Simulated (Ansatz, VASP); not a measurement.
**Two plane-wave programs on Ta**

```xyz
1
Lattice="-1.6246 1.6246 1.7059 1.6246 -1.6246 1.7059 1.6246 1.6246 -1.7059" Properties=species:S:1:pos:R:3 pbc="T T T"
Ta    0.0000    0.0000    0.0000
```

Alike in both runs: task single point; functional PBE; k mesh 22 × 22 × 22; occupations gaussian, width 0.15 eV; no spin polarisation.

|  | VASP | Ansatz |
| --- | --- | --- |
| version | VASP 6.6.1 | Ansatz 0.2.0 |
| potentials or method | VASP PAW PBE potentials, release 64 (Ta_pv), cutoff 520 eV | scalar-relativistic, plane waves, PAW |
| valence electrons in the cell | 11 | 13 |

|  | VASP | Ansatz | Ansatz less VASP |
| --- | --- | --- | --- |
| gap on the k mesh at the Fermi level (eV) | none | none | - |
| pressure (GPa) | 3.5 | 3.3 | -0.12 |
| traceless stress, the component that is largest in VASP (GPa) | -3.39 | -3.40 | -0.008 |

A gap of «none» marks a metal or a gap that the smearing closes. VASP's potentials hold 11 valence electrons a cell and Ansatz's 13, so a difference there can come from the potentials and not from the codes.

Neither program's run includes spin-orbit coupling.
